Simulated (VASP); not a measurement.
# RbBr (P6_3/mmc) in VASP: notebook

RbBr is run at these levels: PBE, LDA, PBEsol; tasks: single point.

Everything below comes from runs of VASP 6.6.1. Logs are shortened: lines on timing, memory, paths and dates and some standing lists are left out, and cuts for length are marked.

## Step 1: The cell of the first run

Symmetry: P6_3/mmc, No. 194, hexagonal system. The conventional cell has a = 4.771 Å, b = 4.771 Å, c = 8.410 Å, α = 90.00°, β = 90.00°, γ = 120.00°. Within 4.6 Å of Rb (site symmetry -3m) lie 6 Br at 3.47 Å and 2 Rb at 4.21 Å. Br (site symmetry -6m2) has 6 Rb at 3.47 Å within 4.6 Å.

## Step 2: Single point, PBE

Input file INCAR:

```
SYSTEM = RbBr
ALGO = Normal
EDIFF = 1E-6
ENCUT = 520
GGA = PE
ISIF = 2
ISMEAR = 0
LASPH = .TRUE.
LCHARG = .FALSE.
LREAL = .FALSE.
LWAVE = .FALSE.
NBANDS = 24
NELM = 60
PREC = Accurate
SIGMA = 0.01
```

Input file KPOINTS:

```
k-points
0
G
  6 6 2
  0 0 0
```

Input file POSCAR:

```
RbBr
1.0
    4.7710910955      0.0000000000      0.0000000000
   -2.3855455477      4.1318860925      0.0000000000
    0.0000000000      0.0000000000      8.4101528072
Rb Br
2 2
Direct
    0.0000000000      0.0000000000      0.0000000000
    0.0000000000      0.0000000000      0.5000000000
    0.3333333333      0.6666666667      0.2500000000
    0.6666666667      0.3333333333      0.7500000000
```

Potentials or basis: VASP PAW PBE potentials, release 64 (Rb_sv, Br).

On the command line:

```console
$ cat potpaw_PBE.64/Rb_sv/POTCAR potpaw_PBE.64/Br/POTCAR > POTCAR
$ mpirun -np 1 vasp_std > vasp.out
```

OUTCAR:

```text
SYSTEM = RbBr
   EDIFF = 1E-6
   ENCUT = 520
   GGA = PE
   ISIF = 2
   ISMEAR = 0
   LASPH = .TRUE.
   LREAL = .FALSE.
   NELM = 60
   PREC = Accurate

 ion  position               nearest neighbor table
   1  0.000  0.000  0.000-   3 3.47   4 3.47   3 3.47   4 3.47   4 3.47   3 3.47   2 4.21   2 4.21

   2  0.000  0.000  0.500-   3 3.47   4 3.47   3 3.47   4 3.47   4 3.47   3 3.47   1 4.21   1 4.21

   3  0.333  0.667  0.250-   1 3.47   2 3.47   1 3.47   2 3.47   1 3.47   2 3.47
   4  0.667  0.333  0.750-   1 3.47   2 3.47   1 3.47   2 3.47   1 3.47   2 3.47

  LATTYP: Found a hexagonal cell.
 ALAT       =     4.7710910955
 C/A-ratio  =     1.7627315511

  Lattice vectors:

 A1 = (   4.7710910955,   0.0000000000,   0.0000000000)
 A2 = (  -2.3855455477,   4.1318860925,   0.0000000000)
 A3 = (   0.0000000000,   0.0000000000,   8.4101528072)

Analysis of symmetry for initial positions (statically):
=====================================================================
 Subroutine PRICEL returns:
 Original cell was already a primitive cell.

 Routine SETGRP: Setting up the symmetry group for a
 hexagonal supercell.

 Subroutine GETGRP returns: Found 24 space group operations
 (whereof 12 operations were pure point group operations)
 out of a pool of 24 trial point group operations.

The static configuration has the point symmetry D_3d.
 The point group associated with its full space group is D_6h.

Analysis of symmetry for dynamics (positions and initial velocities):
=====================================================================
 Subroutine PRICEL returns:
 Original cell was already a primitive cell.

 Routine SETGRP: Setting up the symmetry group for a
 hexagonal supercell.

 Subroutine GETGRP returns: Found 24 space group operations
 (whereof 12 operations were pure point group operations)
 out of a pool of 24 trial point group operations.

The dynamic configuration has the point symmetry D_3d.
 The point group associated with its full space group is D_6h.

 Subroutine INISYM returns: Found 24 space group operations
 (whereof 12 operations are pure point group operations),
 and found     1 'primitive' translations

----------------------------------------------------------------------------------------

                                     Primitive cell

  volume of cell :     165.7944

  direct lattice vectors                    reciprocal lattice vectors
     4.771091096  0.000000000  0.000000000     0.209595663  0.121010112  0.000000000
    -2.385545548  4.131886093  0.000000000     0.000000000  0.242020225  0.000000000
     0.000000000  0.000000000  8.410152807     0.000000000  0.000000000  0.118903904

  length of vectors
     4.771091096  4.771091095  8.410152807     0.242020225  0.242020225  0.118903904

  position of ions in fractional coordinates (direct lattice)
     0.000000000  0.000000000  0.000000000
     0.000000000  0.000000000  0.500000000
     0.333333333  0.666666667  0.250000000
     0.666666667  0.333333333  0.750000000

  ion indices of the primitive-cell ions
   primitive index   ion index
                 1           1
                 2           2
                 3           3
                 4           4

----------------------------------------------------------------------------------------

 KPOINTS: k-points

Automatic generation of k-mesh.
 Grid dimensions read from file:
 generate k-points for:    6    6    2

 Generating k-lattice:

  Cartesian coordinates                     Fractional coordinates (reciprocal lattice)
     0.034932610  0.020168352  0.000000000     0.166666667  0.000000000  0.000000000
     0.000000000  0.040336704  0.000000000     0.000000000  0.166666667  0.000000000
     0.000000000  0.000000000  0.059451952     0.000000000  0.000000000  0.500000000

  Length of vectors
     0.040336704  0.040336704  0.059451952

  Shift w.r.t. Gamma in fractional coordinates (k-lattice)
     0.000000000  0.000000000  0.000000000

 Subroutine IBZKPT returns following result:
 ===========================================

 Found     14 irreducible k-points:

 Following reciprocal coordinates:
            Coordinates               Weight
  0.000000  0.000000  0.000000      1.000000
  0.166667  0.000000  0.000000      6.000000
  0.333333  0.000000  0.000000      6.000000
  0.500000  0.000000  0.000000      3.000000
  0.166667  0.166667  0.000000      6.000000
  0.333333  0.166667  0.000000     12.000000
  0.333333  0.333333  0.000000      2.000000
  0.000000  0.000000  0.500000      1.000000
  0.166667  0.000000  0.500000      6.000000
  0.333333  0.000000  0.500000      6.000000
  0.500000  0.000000  0.500000      3.000000
  0.166667  0.166667  0.500000      6.000000
  0.333333  0.166667  0.500000     12.000000
  0.333333  0.333333  0.500000      2.000000
   k-points           NKPTS =     14   k-points in BZ     NKDIM =     14   number of bands    NBANDS=     24
   number of dos      NEDOS =    301   number of ions     NIONS =      4
   total plane-waves  NPLWV =  82944
   dimension x,y,z NGX =    36 NGY =   36 NGZ =   64
   dimension x,y,z NGXF=    72 NGYF=   72 NGZF=  128
   ions per type =               2   2
   NGX,Y,Z   is equivalent  to a cutoff of  12.54, 12.54, 12.65 a.u.
   NGXF,Y,Z  is equivalent  to a cutoff of  25.09, 25.09, 25.30 a.u.
 SYSTEM =  RbBr
   PREC   = accura    normal or accurate (medium, high low for compatibility)
   ISTART =      0    job   : 0-new  1-cont  2-samecut
   ICHARG =      2    charge: 1-file 2-atom 10-const
   ISPIN  =      1    spin polarized calculation?
   LNONCOLLINEAR =      F non collinear calculations
   LSORBIT =      F    spin-orbit coupling
   LASPH  =      T    aspherical Exc in radial PAW
   ENCUT  =  520.0 eV  38.22 Ry    6.18 a.u.   8.87  8.87 15.64*2*pi/ulx,y,z
   NELM   =     60;   NELMIN=  2; NELMDL= -5     # of ELM steps
   EDIFF  = 0.1E-05   stopping-criterion for ELM
   LREAL  =      F    real-space projection
   EDIFFG = 0.1E-04   stopping-criterion for IOM
   NSW    =      0    number of steps for IOM
   IBRION =     -1    ionic relax: 0-MD 1-quasi-New 2-CG
   NFREE  =      0    steps in history (QN), initial steepest desc. (CG)
   ISIF   =      2    stress and relaxation
   ISYM   =      2    0-nonsym 1-usesym 2-fastsym
   POTIM  = 0.5000    time-step for ionic-motion
   TEBEG  =    0.0;   TEEND  =   0.0 temperature during run
   PSTRESS=    0.0 pullay stress
   NELECT =      32.0000    total number of electrons
   NUPDOWN=      -1.0000    fix difference up-down
   EMIN   =  10.00;   EMAX   =-10.00  energy-range for DOS
   EFERMI =   0.00;   METHOD = LEGACY
   ISMEAR =     0;   SIGMA  =   0.01  broadening in eV -4-tet -1-fermi 0-gaus
   EFERMI_NEDOS =   21; number of points for ismear=-14 and -15
   IALGO  =     38    algorithm
   IMIX   =      4    mixing-type and parameters
     AMIX     =   0.40;   BMIX     =  1.00
     AMIX_MAG =   1.60;   BMIX_MAG =  1.00
  volume/ion in A,a.u.               =      41.45       279.71
  Fermi-wavevector in a.u.,A,eV,Ry     =   0.946095  1.787861 12.178522  0.895096
  Thomas-Fermi vector in A             =   2.074060
   LORBIT       =      0    0 simple, 1 ext, 2 COOP (PROOUT), +10 PAW based schemes
   GGA     = PE    functional components
   LHFCALC =     F    Hartree Fock is set to
   AEXX    =    0.0000 exact exchange contribution
   IVDW    =     0    specifies the selected vdW correction
   LEPSILON=     F    determine dielectric tensor
   LRPA    =     F    only Hartree local field effects (RPA)
 non-spin polarized calculation
 Gauss-broadening in eV      SIGMA  =   0.01
  energy-cutoff  :      520.00
  volume of cell :      165.79
 maximum number of plane-waves:      4482
 NGX is ok and might be reduce to    36
   NGX = 17   NGY = 17   NGZ = 31

 number of electron      32.0000004 magnetization

 Free energy of the ion-electron system (eV)
  ---------------------------------------------------
  ext. energy  EPLUGINS =         0.00000000
  ---------------------------------------------------
  free energy    TOTEN  =       -12.11899892 eV

  energy without entropy =      -12.11899892  energy(sigma->0) =      -12.11899892

 E-fermi :  -1.7353     XC(G=0):  -7.1168

 val. band max:       -1.7987792816   @ k =   0.0000   0.0000   0.0000
 cond. band min:       2.4328586069   @ k =   0.0000   0.0000   0.0000
 fundamental gap:      4.2316378885
 Fermi energy:        -1.7353057539

 k-point     1 :       0.0000    0.0000    0.0000
  band No.  band energies     occupation
      1     -26.4270      2.00000
      2     -26.4104      2.00000
      3     -14.0595      2.00000
      4     -13.9994      2.00000
      5     -10.5202      2.00000
      6     -10.5036      2.00000
[... 16 lines left out ...]
     23       5.9064      0.00000
     24       5.9064      0.00000

 k-point     2 :       0.1667    0.0000    0.0000
  band No.  band energies     occupation
      1     -26.4251      2.00000
      2     -26.4089      2.00000
      3     -14.0349      2.00000
      4     -14.0040      2.00000
      5     -10.5664      2.00000
      6     -10.5144      2.00000
[... 16 lines left out ...]
     23       6.2071      0.00000
     24       6.2755      0.00000

 k-point     3 :       0.3333    0.0000    0.0000
  band No.  band energies     occupation
      1     -26.4214      2.00000
      2     -26.4058      2.00000
      3     -14.0223      2.00000
      4     -13.9746      2.00000
      5     -10.6625      2.00000
      6     -10.5815      2.00000
[... 16 lines left out ...]
     23       7.0147      0.00000
     24       7.0377      0.00000
[... 244 lines left out ...]
 k-point    13 :       0.3333    0.1667    0.5000
  band No.  band energies     occupation
      1     -26.4119      2.00000
      2     -26.4119      2.00000
      3     -13.9877      2.00000
      4     -13.9877      2.00000
      5     -10.5872      2.00000
      6     -10.5872      2.00000
[... 16 lines left out ...]
     23       7.3103      0.00000
     24       7.3103      0.00000

 k-point    14 :       0.3333    0.3333    0.5000
  band No.  band energies     occupation
      1     -26.4110      2.00000
      2     -26.4110      2.00000
      3     -13.9823      2.00000
      4     -13.9823      2.00000
      5     -10.6021      2.00000
      6     -10.6021      2.00000
[... 16 lines left out ...]
     23       6.8071      0.00000
     24       6.8080      0.00000

------------------------ aborting loop because EDIFF is reached ----------------------------------------

  FORCE on cell =-STRESS in cart. coord.  units (eV):
  Direction    XX          YY          ZZ          XY          YZ          ZX
  --------------------------------------------------------------------------------------
  -------------------------------------------------------------------------------------
  Total        0.5851905      0.5851905      0.6262078      0.0000000      0.0000000      0.0000000
  in kB        5.6550694      5.6550694      6.0514453      0.0000000      0.0000000      0.0000000
  external PRESSURE =       5.7871947 kB  Pullay stress =       0.0000000 kB

 VOLUME and BASIS-vectors are now :
 -----------------------------------------------------------------------------
  energy-cutoff  :      520.00
  volume of cell :      165.79
      direct lattice vectors                 reciprocal lattice vectors
     4.771091096  0.000000000  0.000000000     0.209595663  0.121010112  0.000000000
    -2.385545548  4.131886093  0.000000000     0.000000000  0.242020225  0.000000000
     0.000000000  0.000000000  8.410152807     0.000000000  0.000000000  0.118903904

 POSITION                                       TOTAL-FORCE (eV/Angst)
 -----------------------------------------------------------------------------------
      0.00000      0.00000      0.00000         0.000000      0.000000     -0.000000
      0.00000      0.00000      4.20508         0.000000      0.000000     -0.000000
     -0.00000      2.75459      2.10254        -0.000000      0.000000      0.000000
      2.38555      1.37730      6.30761         0.000000     -0.000000      0.000000
 -----------------------------------------------------------------------------------
    total drift:                               -0.000000      0.000000     -0.000000

  FREE ENERGIE OF THE ION-ELECTRON SYSTEM (eV)
  ---------------------------------------------------
  free  energy   TOTEN  =       -12.1189989181 eV

  energy  without entropy=      -12.1189989181  energy(sigma->0) =      -12.11899892
```

Wall time 19 s (1 thread of Intel Xeon 6975P-C (Granite Rapids), shared host); peak memory 0.27 GiB.

Results:

| Item | Value |
| --- | --- |
| Free energy | -12.1190 eV |
| Pressure | 0.6 GPa |
| Band gap on the k mesh | 4.23 eV, direct |

A hybrid or GW would open this gap; PBE tends to underestimate it.

[end of part 1 of 3]
